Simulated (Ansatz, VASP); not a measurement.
LiF: VASP beside Ansatz

```
CELL_PARAMETERS angstrom
2.98310 0.00000 0.00000
-1.49155 2.58344 0.00000
0.00000 0.00000 4.80696
ATOMIC_POSITIONS crystal
Li 0.33333 0.66667 0.40269
Li 0.66667 0.33333 0.90269
F 0.33333 0.66667 0.99102
F 0.66667 0.33333 0.49102
```

Alike in both runs: task single point; functional LDA; k mesh 9 × 9 × 6; occupations gaussian, width 0.05 eV; no spin polarisation.

```csv
,VASP,Ansatz
version,VASP 6.6.1,Ansatz 0.2.0
potentials or method,"VASP PAW LDA potentials, release 64 (Li_sv, F), cutoff 520 eV","scalar-relativistic, plane waves, PAW"
valence electrons in the cell,20,20
```

Ansatz gave:

| Item | Value |
| --- | --- |
| gap on the k mesh at the Fermi level (eV) | 7.79 |
| least direct gap on the mesh (eV) | 7.79 |
| rms of the force components (eV/Å) | 0.203 |

Q: Estimate VASP's values.

A: gap on the k mesh at the Fermi level (eV): 7.77; least direct gap on the mesh (eV): 7.77; rms of the force components (eV/Å): 0.205.

LDA's correlation is that of Perdew and Zunger in VASP and of Perdew and Wang (1992) in Ansatz. Atom by atom the forces differ by 0.002 eV/Å (rms over components).

Noted on VASP's run: the cutoff is short for stress, so the pressure is rough.
